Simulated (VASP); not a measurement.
Set up this calculation in VASP 6.6.1, as the native input.

```
Task                   : single point
Functional             : r2SCAN
Potentials or basis    : VASP PAW PBE potentials, release 64 (Ru_pv, Nb_sv)
Cutoff                 : 520 eV
k mesh                 : 6 × 6 × 6
Occupations            : fermi-dirac, width 0.05 eV
Spin                   : no spin polarisation
Dipole correction      : no
Further INCAR settings : ALGO = Normal; EDIFF = 1e-06; NBANDS = 34
```

Crystal: Nb3Ru.

```
CELL_PARAMETERS angstrom
0.00000 3.21574 3.21574
3.21574 0.00000 3.21574
3.21574 3.21574 0.00000
ATOMIC_POSITIONS crystal
Ru 0.00000 0.00000 0.00000
Nb 0.50000 0.50000 0.50000
Nb 0.25000 0.25000 0.25000
Nb 0.75000 0.75000 0.75000
```

The input as run:

POSCAR

```
Nb3Ru
1.0
    0.0000000000      3.2157449586      3.2157449586
    3.2157449586      0.0000000000      3.2157449586
    3.2157449586      3.2157449586      0.0000000000
Ru Nb
1 3
Direct
    0.0000000000      0.0000000000      0.0000000000
    0.5000000000      0.5000000000      0.5000000000
    0.2500000000      0.2500000000      0.2500000000
    0.7500000000      0.7500000000      0.7500000000
```

INCAR.step1

```
  PREC = Accurate
  ENCUT = 520
  ISMEAR = -1
  SIGMA = 0.05
  LREAL = False
  LASPH = True
  NELM = 80
  NBANDS = 34
  GGA = PE
  ALGO = Normal
  EDIFF = 1E-4
  LWAVE = True
  LCHARG = False
```

INCAR.step2

```
  PREC = Accurate
  ENCUT = 520
  EDIFF = 1E-6
  ISMEAR = -1
  SIGMA = 0.05
  LREAL = False
  LASPH = True
  NELM = 80
  ALGO = Normal
  ISIF = 2
  LWAVE = False
  LCHARG = False
  METAGGA = R2SCAN
  LMIXTAU = True
  NBANDS = 34
  ISTART = 1
```

KPOINTS

```
Automatic mesh
0
Gamma
  6 6 6
```

Potentials or basis: VASP PAW PBE potentials, release 64 (Ru_pv, Nb_sv).

Launch:

```console
$ cat potpaw_PBE.64/Ru_pv/POTCAR potpaw_PBE.64/Nb_sv/POTCAR > POTCAR
$ cp INCAR.step1 INCAR
$ mpirun -np 1 vasp_std > vasp.out
$ cp INCAR.step2 INCAR
$ mpirun -np 1 vasp_std > vasp.out
```

It gave:

```
Pressure : 0.0 GPa
```

Caveat: the PAW data sets were made with another functional, which shifts forces and pressure a little.

Wall time 81 s on 1 thread of Intel(R) Xeon(R) 6975P-C (Granite Rapids), with other jobs on the host, peak memory 0.22 GiB.
